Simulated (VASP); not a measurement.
Crystal: C.

```
C
1.0
     1.79467    1.79467    0.00000
    -1.79467    1.79467    0.00000
     0.00000    1.79467    1.77230
C
2
Direct
  0.50000 0.50000 0.00000
  0.75000 0.25000 0.50000
```

This cell differs from its parent crystal: in-plane strain +0.01, then relaxed in part.

Base run:

| Item | Value |
| --- | --- |
| Program | VASP 6.6.1 |
| Functional | PBEsol |
| Potentials or basis | VASP PAW PBE potentials, release 64 (C) |
| Cutoff | 520 eV |
| k mesh | 12 × 12 × 12 |
| Occupations | gaussian, width 0.01 eV |
| Spin | no spin polarisation |

Its results: band gap on the k mesh 3.71 eV, indirect (least direct gap 5.30 eV); pressure -6.5 GPa.

Q: The run is repeated on the same cell with these changes: potentials or basis from VASP PAW PBE potentials, release 64 (C) to VASP PAW PBE potentials, release 64 (C_h); cutoff from 520 eV to 910 eV; further incar settings from ALGO = Normal; EDIFF = 1e-07; NBANDS = 11 to ALGO = Normal; EDIFF = 1e-06; NBANDS = 11. What comes out?

A: Band gap on the k mesh 3.71 eV, indirect (least direct gap 5.30 eV); pressure -7.6 GPa.

Caveats: the PAW data sets were made with another functional, which shifts forces and pressure a little; the cutoff is under 1.25 times the usual one of these potentials, so pressure, stress and relaxed cells hold a basis-set (Pulay) error (some runs).

A k mesh can miss the band edges.
